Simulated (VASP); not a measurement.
Input of a VASP 6.6.1 run:

INCAR

```
SYSTEM = Nb
ALGO = Normal ; EDIFF = 1E-6
EDIFFG = -0.02 ; ENCUT = 600
IBRION = 2 ; ISIF = 3
ISMEAR = -1 ; LASPH = .TRUE.
LCHARG = .FALSE. ; LREAL = .FALSE.
LWAVE = .FALSE. ; NELM = 60
NSW = 80 ; PREC = Accurate
PSTRESS = 200.0 ; SIGMA = 0.1
```

KPOINTS

```
k-points
0
G
  9 9 5
  0 0 0
```

File POSCAR:

```
Nb
1.0
    2.9600000000      0.0000000000      0.0000000000
   -1.4800000000      2.5634351952      0.0000000000
    0.0000000000      0.0000000000      4.8336800000
Nb
2
Direct
    0.3333333333      0.6666666667      0.2500000000
    0.6666666667      0.3333333333      0.7500000000
```

Potentials or basis: VASP PAW LDA potentials, release 64 (Nb_sv).

Command:

```console
$ cat potpaw_LDA.64/Nb_sv/POTCAR > POTCAR
$ mpirun -np 1 vasp_std > vasp.out
```

Task: Predict the relaxed volume.

Result: 16.08 Å³/atom.

Task: Estimate the relaxed cell.

Result: a = 2.720 Å, b = 2.720 Å, c = 5.020 Å, α = 90.00°, β = 90.00°, γ = 120.00°.

Task: Estimate the space group after relaxing (to 0.1 Å).

Result: P6_3/mmc (No. 194).

Step by step:
```tsv
step	energy change (eV)	largest force (eV/Å)	pressure (GPa)	volume (Å³)
1	0.0000	0.0000	-6.46	36.68
2	4.6825	0.0000	171.30	22.81
3	0.0813	0.0000	16.35	32.63
4	0.1292	0.0000	19.70	32.18
5	0.1478	0.0000	20.86	32.02
6	0.0808	0.0000	21.47	31.92
7	0.3666	0.0000	31.66	31.28
8	0.0622	0.0000	22.45	31.83
9	0.0676	0.0000	23.56	31.74
10	0.0651	0.0000	23.36	31.76
11	-0.1055	0.0000	11.76	33.34
12	0.0073	0.0000	19.91	32.18
13	0.0095	0.0000	20.11	32.17
```

Caveat: the cell is relaxed towards a set pressure, so the run minimises the enthalpy, not the energy.
